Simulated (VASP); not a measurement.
# ZnO (Pm-3m) in VASP: further runs

Runs on ZnO. Level: r2SCAN. Tasks: single point.

Everything below comes from runs of VASP 6.6.1. Logs are shortened: lines on timing, memory, paths and dates and some standing lists are left out, and cuts for length are marked.

### Step 1. The cell of the first run

The structure is cubic, space group Pm-3m (No. 221). The conventional cell has a = 2.646 Å, b = 2.646 Å, c = 2.646 Å, α = 90.00°, β = 90.00°, γ = 90.00°. Within 3.0 Å of Zn (site symmetry m-3m) lie 8 O at 2.29 Å and 6 Zn at 2.65 Å. O (site symmetry m-3m) has 8 Zn at 2.29 Å and 6 O at 2.65 Å within 3.0 Å.

### Step 2. Single point, r2SCAN

The input, POSCAR:

```
ZnO
1.0
    2.6461709623      0.0000000000      0.0000000000
    0.0000000000      2.6461709623      0.0000000000
    0.0000000000      0.0000000000      2.6461709623
Zn O
1 1
Direct
    0.0000000000      0.0000000000      0.0000000000
    0.5000000000      0.5000000000      0.5000000000
```

The input, INCAR.step1:

```
SYSTEM = ZnO
  ALGO = Normal
  EDIFF = 1E-5
  ENCUT = 660
  GGA = PE
  GGA_COMPAT = .FALSE.
  ISMEAR = 1
  LASPH = .TRUE.
  LCHARG = .FALSE.
  LREAL = .FALSE.
  LWAVE = .TRUE.
  NBANDS = 16
  NELM = 120
  PREC = Accurate
  SIGMA = 0.001
```

The input, INCAR.step2:

```
SYSTEM = ZnO
  ALGO = Normal
  EDIFF = 1E-6
  ENCUT = 660
  GGA_COMPAT = .FALSE.
  ISIF = 2
  ISMEAR = 1
  ISTART = 1
  LASPH = .TRUE.
  LCHARG = .TRUE.
  LELF = .TRUE.
  LMIXTAU = .TRUE.
  LREAL = .FALSE.
  LVHAR = .TRUE.
  LWAVE = .FALSE.
  METAGGA = R2SCAN
  NBANDS = 16
  NELM = 120
  PREC = Accurate
  SIGMA = 0.001
```

The input, KPOINTS:

```
k-points
0
G
  6 6 6
  0 0 0
```

Potentials or basis: VASP PAW PBE potentials, release 64 (Zn, O).

Run with:

```sh
$ cat potpaw_PBE.64/Zn/POTCAR potpaw_PBE.64/O/POTCAR > POTCAR
$ cp INCAR.step1 INCAR
$ mpirun -np 1 vasp_std > vasp.out
$ cp INCAR.step2 INCAR
$ mpirun -np 1 vasp_std > vasp.out
```

OUTCAR:

```text
SYSTEM = ZnO
   EDIFF = 1E-6
   ENCUT = 660
   ISIF = 2
   ISMEAR = 1
   ISTART = 1
   LASPH = .TRUE.
   LREAL = .FALSE.
   METAGGA = R2SCAN
   NELM = 120
   PREC = Accurate

 ion  position               nearest neighbor table
   1  0.000  0.000  0.000-   2 2.29   2 2.29   2 2.29   2 2.29   2 2.29   2 2.29   2 2.29   2 2.29

   2  0.500  0.500  0.500-   1 2.29   1 2.29   1 2.29   1 2.29   1 2.29   1 2.29   1 2.29   1 2.29

  LATTYP: Found a simple cubic cell.
 ALAT       =     2.6461709623

  Lattice vectors:

 A1 = (   2.6461709623,   0.0000000000,   0.0000000000)
 A2 = (   0.0000000000,   2.6461709623,   0.0000000000)
 A3 = (   0.0000000000,   0.0000000000,   2.6461709623)

Analysis of symmetry for initial positions (statically):
=====================================================================
 Subroutine PRICEL returns:
 Original cell was already a primitive cell.

 Routine SETGRP: Setting up the symmetry group for a
 simple cubic supercell.

 Subroutine GETGRP returns: Found 48 space group operations
 (whereof 48 operations were pure point group operations)
 out of a pool of 48 trial point group operations.

The static configuration has the point symmetry O_h .

Analysis of symmetry for dynamics (positions and initial velocities):
=====================================================================
 Subroutine PRICEL returns:
 Original cell was already a primitive cell.

 Routine SETGRP: Setting up the symmetry group for a
 simple cubic supercell.

 Subroutine GETGRP returns: Found 48 space group operations
 (whereof 48 operations were pure point group operations)
 out of a pool of 48 trial point group operations.

The dynamic configuration has the point symmetry O_h .

 Subroutine INISYM returns: Found 48 space group operations
 (whereof 48 operations are pure point group operations),
 and found     1 'primitive' translations

----------------------------------------------------------------------------------------

                                     Primitive cell

  volume of cell :      18.5291

  direct lattice vectors                    reciprocal lattice vectors
     2.646170962  0.000000000  0.000000000     0.377904532  0.000000000  0.000000000
     0.000000000  2.646170962  0.000000000     0.000000000  0.377904532  0.000000000
     0.000000000  0.000000000  2.646170962     0.000000000  0.000000000  0.377904532

  length of vectors
     2.646170962  2.646170962  2.646170962     0.377904532  0.377904532  0.377904532

  position of ions in fractional coordinates (direct lattice)
     0.000000000  0.000000000  0.000000000
     0.500000000  0.500000000  0.500000000

  ion indices of the primitive-cell ions
   primitive index   ion index
                 1           1
                 2           2

----------------------------------------------------------------------------------------

 KPOINTS: k-points

Automatic generation of k-mesh.
 Grid dimensions read from file:
 generate k-points for:    6    6    6

 Generating k-lattice:

  Cartesian coordinates                     Fractional coordinates (reciprocal lattice)
     0.062984089  0.000000000  0.000000000     0.166666667  0.000000000  0.000000000
     0.000000000  0.062984089  0.000000000     0.000000000  0.166666667  0.000000000
     0.000000000  0.000000000  0.062984089     0.000000000  0.000000000  0.166666667

  Length of vectors
     0.062984089  0.062984089  0.062984089

  Shift w.r.t. Gamma in fractional coordinates (k-lattice)
     0.000000000  0.000000000  0.000000000

 Subroutine IBZKPT returns following result:
 ===========================================

 Found     20 irreducible k-points:

 Following reciprocal coordinates:
            Coordinates               Weight
  0.000000  0.000000  0.000000      1.000000
  0.166667  0.000000  0.000000      6.000000
  0.333333  0.000000  0.000000      6.000000
  0.500000  0.000000  0.000000      3.000000
  0.166667  0.166667  0.000000     12.000000
  0.333333  0.166667  0.000000     24.000000
[... 12 lines left out ...]
  0.500000  0.500000  0.333333      6.000000
  0.500000  0.500000  0.500000      1.000000
   k-points           NKPTS =     20   k-points in BZ     NKDIM =     20   number of bands    NBANDS=     16
   number of dos      NEDOS =    301   number of ions     NIONS =      2
   total plane-waves  NPLWV =  13824
   dimension x,y,z NGX =    24 NGY =   24 NGZ =   24
   dimension x,y,z NGXF=    48 NGYF=   48 NGZF=   48
   ions per type =               1   1
   NGX,Y,Z   is equivalent  to a cutoff of  15.08, 15.08, 15.08 a.u.
   NGXF,Y,Z  is equivalent  to a cutoff of  30.16, 30.16, 30.16 a.u.
 SYSTEM =  ZnO
   PREC   = accura    normal or accurate (medium, high low for compatibility)
   ISTART =      1    job   : 0-new  1-cont  2-samecut
   ICHARG =      0    charge: 1-file 2-atom 10-const
   ISPIN  =      1    spin polarized calculation?
   LNONCOLLINEAR =      F non collinear calculations
   LSORBIT =      F    spin-orbit coupling
   LASPH  =      T    aspherical Exc in radial PAW
   ENCUT  =  660.0 eV  48.51 Ry    6.96 a.u.   5.54  5.54  5.54*2*pi/ulx,y,z
   NELM   =    120;   NELMIN=  2; NELMDL=  0     # of ELM steps
   EDIFF  = 0.1E-05   stopping-criterion for ELM
   LREAL  =      F    real-space projection
   EDIFFG = 0.1E-04   stopping-criterion for IOM
   NSW    =      0    number of steps for IOM
   IBRION =     -1    ionic relax: 0-MD 1-quasi-New 2-CG
   NFREE  =      0    steps in history (QN), initial steepest desc. (CG)
   ISIF   =      2    stress and relaxation
   ISYM   =      2    0-nonsym 1-usesym 2-fastsym
   POTIM  = 0.5000    time-step for ionic-motion
   TEBEG  =    0.0;   TEEND  =   0.0 temperature during run
   PSTRESS=    0.0 pullay stress
   NELECT =      18.0000    total number of electrons
   NUPDOWN=      -1.0000    fix difference up-down
   EMIN   =  10.00;   EMAX   =-10.00  energy-range for DOS
   EFERMI =   0.00;   METHOD = LEGACY
   ISMEAR =     1;   SIGMA  =   0.00  broadening in eV -4-tet -1-fermi 0-gaus
   EFERMI_NEDOS =   21; number of points for ismear=-14 and -15
   IALGO  =     38    algorithm
   IMIX   =      4    mixing-type and parameters
     AMIX     =   0.40;   BMIX     =  1.00
     AMIX_MAG =   1.60;   BMIX_MAG =  1.00
  volume/ion in A,a.u.               =       9.26        62.52
  Fermi-wavevector in a.u.,A,eV,Ry     =   1.621366  3.063938 35.767379  2.628828
  Thomas-Fermi vector in A             =   2.715154
   LORBIT       =      0    0 simple, 1 ext, 2 COOP (PROOUT), +10 PAW based schemes
   METAGGA = R2SCAN    functional components
   LHFCALC =     F    Hartree Fock is set to
   AEXX    =    0.0000 exact exchange contribution
   IVDW    =     0    specifies the selected vdW correction
   LEPSILON=     F    determine dielectric tensor
   LRPA    =     F    only Hartree local field effects (RPA)
 non-spin polarized calculation
 Methfessel and Paxton  Order N= 1 SIGMA  =   0.00
  energy-cutoff  :      660.00
  volume of cell :       18.53
 maximum number of plane-waves:       739
 NGX is ok and might be reduce to    24
   NGX = 11   NGY = 11   NGZ = 11

 number of electron      18.0000016 magnetization

 Free energy of the ion-electron system (eV)
  ---------------------------------------------------
  ext. energy  EPLUGINS =         0.00000000
  ---------------------------------------------------
  free energy    TOTEN  =       -16.68183141 eV

  energy without entropy =      -16.68182740  energy(sigma->0) =      -16.68183007

 E-fermi :   3.2584     XC(G=0): -13.5608

 val. band max:        3.2579830214   @ k =   0.5000   0.0000   0.0000
 cond. band min:       5.2235292748   @ k =   0.1667   0.0000   0.0000
 fundamental gap:      1.9655462534
 Fermi energy:         3.2584196464

 k-point     1 :       0.0000    0.0000    0.0000
  band No.  band energies     occupation
      1     -16.5225      2.00000
      2      -3.4280      2.00000
      3      -3.4280      2.00000
      4      -2.2863      2.00000
      5      -2.2863      2.00000
      6      -2.2863      2.00000
[... 8 lines left out ...]
     15      22.4414      0.00000
     16      37.0144      0.00000

 k-point     2 :       0.1667    0.0000    0.0000
  band No.  band energies     occupation
      1     -16.2417      2.00000
      2      -3.4408      2.00000
      3      -3.3924      2.00000
      4      -2.4772      2.00000
      5      -2.4772      2.00000
      6      -2.2767      2.00000
[... 8 lines left out ...]
     15      24.6356      0.00000
     16      31.7179      0.00000

 k-point     3 :       0.3333    0.0000    0.0000
  band No.  band energies     occupation
      1     -15.5972      2.00000
      2      -4.3028      2.00000
      3      -3.3204      2.00000
      4      -2.8042      2.00000
      5      -2.8042      2.00000
      6      -2.2575      2.00000
[... 8 lines left out ...]
     15      26.8690      0.00000
     16      29.3285      0.00000

 k-point     4 :       0.5000    0.0000    0.0000
  band No.  band energies     occupation
      1     -15.2168      2.00000
      2      -5.1154      2.00000
      3      -3.2842      2.00000
      4      -2.9483      2.00000
      5      -2.9483      2.00000
      6      -2.2479      2.00000
[... 8 lines left out ...]
     15      24.1779      0.00000
     16      32.8950      0.00000

 k-point     5 :       0.1667    0.1667    0.0000
  band No.  band energies     occupation
      1     -15.9802      2.00000
      2      -3.4225      2.00000
      3      -3.2990      2.00000
      4      -2.6925      2.00000
      5      -2.5184      2.00000
      6      -2.3588      2.00000
[... 8 lines left out ...]
     15      26.6384      0.00000
     16      29.4816      0.00000

 k-point     6 :       0.3333    0.1667    0.0000
  band No.  band energies     occupation
      1     -15.3868      2.00000
      2      -4.0150      2.00000
      3      -3.2164      2.00000
      4      -2.8425      2.00000
      5      -2.7423      2.00000
      6      -2.3527      2.00000
[... 8 lines left out ...]
     15      27.7197      0.00000
     16      30.7390      0.00000

 k-point     7 :       0.5000    0.1667    0.0000
  band No.  band energies     occupation
      1     -15.0423      2.00000
      2      -4.6570      2.00000
      3      -3.1572      2.00000
      4      -2.9575      2.00000
      5      -2.8598      2.00000
      6      -2.3328      2.00000
[... 8 lines left out ...]
     15      27.6624      0.00000
     16      30.8728      0.00000

 k-point     8 :       0.3333    0.3333    0.0000
  band No.  band energies     occupation
      1     -14.9227      2.00000
      2      -3.6575      2.00000
      3      -2.8533      2.00000
      4      -2.8511      2.00000
      5      -2.6455      2.00000
      6      -2.5051      2.00000
[... 8 lines left out ...]
     15      28.5256      0.00000
     16      28.7269      0.00000

 k-point     9 :       0.5000    0.3333    0.0000
  band No.  band energies     occupation
      1     -14.6632      2.00000
      2      -3.5890      2.00000
      3      -2.8579      2.00000
      4      -2.7895      2.00000
      5      -2.6752      2.00000
      6      -2.4982      2.00000
[... 8 lines left out ...]
     15      28.6104      0.00000
     16      30.6843      0.00000
[... 96 lines left out ...]
 k-point    15 :       0.5000    0.3333    0.1667
  band No.  band energies     occupation
      1     -14.4649      2.00000
      2      -3.6187      2.00000
      3      -3.4263      2.00000
      4      -2.8267      2.00000
      5      -2.5558      2.00000
      6      -2.3261      2.00000
[... 8 lines left out ...]
     15      26.1018      0.00000
     16      28.4114      0.00000

 k-point    16 :       0.5000    0.5000    0.1667
  band No.  band energies     occupation
      1     -14.2464      2.00000
      2      -3.3837      2.00000
      3      -3.3837      2.00000
      4      -2.8602      2.00000
      5      -2.8463      2.00000
      6      -1.9954      2.00000
[... 8 lines left out ...]
     15      26.6525      0.00000
     16      26.6525      0.00000

 k-point    17 :       0.3333    0.3333    0.3333
  band No.  band energies     occupation
      1     -14.2758      2.00000
      2      -3.7216      2.00000
      3      -3.7216      2.00000
      4      -2.8657      2.00000
      5      -2.4044      2.00000
      6      -2.4044      2.00000
[... 8 lines left out ...]
     15      25.2694      0.00000
     16      25.9441      0.00000

 k-point    18 :       0.5000    0.3333    0.3333
  band No.  band energies     occupation
      1     -14.0259      2.00000
      2      -3.9047      2.00000
      3      -3.8980      2.00000
      4      -3.2310      2.00000
      5      -2.3876      2.00000
      6      -2.1800      2.00000
[... 8 lines left out ...]
     15      25.0336      0.00000
     16      26.4301      0.00000

 k-point    19 :       0.5000    0.5000    0.3333
  band No.  band energies     occupation
      1     -13.7795      2.00000
      2      -4.0313      2.00000
      3      -4.0313      2.00000
      4      -3.7486      2.00000
      5      -2.2753      2.00000
      6      -1.9861      2.00000
[... 8 lines left out ...]
     15      26.0350      0.00000
     16      26.0350      0.00000

 k-point    20 :       0.5000    0.5000    0.5000
  band No.  band energies     occupation
      1     -13.5142      2.00000
      2      -4.2521      2.00000
      3      -4.2521      2.00000
      4      -4.2521      2.00000
      5      -1.9814      2.00000
      6      -1.9814      2.00000
[... 8 lines left out ...]
     15      25.9443      0.00000
     16      25.9443      0.00000

------------------------ aborting loop because EDIFF is reached ----------------------------------------

  FORCE on cell =-STRESS in cart. coord.  units (eV):
  Direction    XX          YY          ZZ          XY          YZ          ZX
  --------------------------------------------------------------------------------------
  -------------------------------------------------------------------------------------
  Total        0.1215565      0.1215565      0.1215565      0.0000000      0.0000000     -0.0000000
  in kB       10.5107789     10.5107789     10.5107789      0.0000000      0.0000000     -0.0000000
  external PRESSURE =      10.5107789 kB  Pullay stress =       0.0000000 kB

 VOLUME and BASIS-vectors are now :
 -----------------------------------------------------------------------------
  energy-cutoff  :      660.00
  volume of cell :       18.53
      direct lattice vectors                 reciprocal lattice vectors
     2.646170962  0.000000000  0.000000000     0.377904532  0.000000000  0.000000000
     0.000000000  2.646170962  0.000000000     0.000000000  0.377904532  0.000000000
     0.000000000  0.000000000  2.646170962     0.000000000  0.000000000  0.377904532

 POSITION                                       TOTAL-FORCE (eV/Angst)
 -----------------------------------------------------------------------------------
      0.00000      0.00000      0.00000         0.000000      0.000000      0.000000
      1.32309      1.32309      1.32309         0.000000      0.000000      0.000000
 -----------------------------------------------------------------------------------
    total drift:                                0.000000      0.000000     -0.000000

  FREE ENERGIE OF THE ION-ELECTRON SYSTEM (eV)
  ---------------------------------------------------
  free  energy   TOTEN  =       -16.6818314058 eV

  energy  without entropy=      -16.6818273991  energy(sigma->0) =      -16.68183007
```

It took 22 s on 1 thread of Intel Xeon 6975P-C, shared host; peak memory 0.15 GiB.

Results:

```yaml
Free_energy: -16.6818 eV
Pressure: 1.1 GPa
Band_gap_on_the_k_mesh: zero (band 9 reaches 3.26 eV, above the bottom of band 10 at 3.21 eV)
```

Levels at points of the mesh, in eV from the Fermi level:
```csv
k point,band 5,band 6,band 7,band 8,band 9,band 10,band 11,band 12,band 13,band 14
"(0.00, 0.00, 0.00)",-5.54,-5.54,-1.32,-1.32,-1.32,-0.05,15.17,15.17,19.18,19.18
"(0.50, 0.00, 0.00)",-6.21,-5.51,-4.65,0.00,0.00,6.07,7.57,16.99,16.99,18.42
"(0.50, 0.50, 0.00)",-5.74,-5.26,-5.18,-5.18,-0.19,3.37,11.36,11.36,17.08,22.92
"(0.50, 0.50, 0.50)",-5.24,-5.24,-1.48,-1.48,-1.48,6.29,6.29,6.29,10.74,22.69
```

Caveat: the k points lie up to 0.40 Å⁻¹ apart; the PAW data sets were made with another functional, which shifts forces and pressure a little.

[end of part 1 of 2]
